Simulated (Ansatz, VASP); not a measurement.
# Ge3P5: VASP beside Ansatz

```
Ge P
1.0
     3.61364    2.10034    3.19105
    -3.60221    2.10041    3.17883
     0.00570   -4.14721    3.15126
Ge P
3 5
Cartesian
  1.8439 1.0937 4.1285
  -1.8235 1.0950 4.1207
  0.0113 -2.0862 4.1014
  0.0077 2.2254 5.3628
  -0.0018 -0.0053 2.2537
  0.0167 0.0509 7.4242
  1.9168 -1.0792 5.3492
  -1.9026 -1.0801 5.3440
```

Change from the starting cell: cell x1, atoms moved at random (sigma 0.15 Å) and cell strained at random (1.5 %), then relaxed without symmetry.

Alike in both runs: functional PBE; k mesh 6 × 6 × 6; occupations gaussian, width 0.2 eV; no spin polarisation.

Ansatz relaxed the structure, and its values are those at the end. VASP's run is a single point on that final structure, the one shown.

|  | VASP | Ansatz |
| --- | --- | --- |
| version | VASP 6.6.1 | Ansatz 0.2.0 |
| potentials or method | VASP PAW PBE potentials, release 64 (Ge_d, P), cutoff 520 eV | scalar-relativistic, plane waves, PAW |
| valence electrons in the cell | 67 | 67 |

|  | VASP | Ansatz | Ansatz less VASP |
| --- | --- | --- | --- |
| gap on the k mesh at the Fermi level (eV) | none | none | - |
| pressure (GPa) | -0.1 | 0.0 | +0.12 |
| rms of the force components (eV/Å) | 0.020 | 0.004 | -0.0165 |

A gap of «none» marks a metal or a gap that the smearing closes.
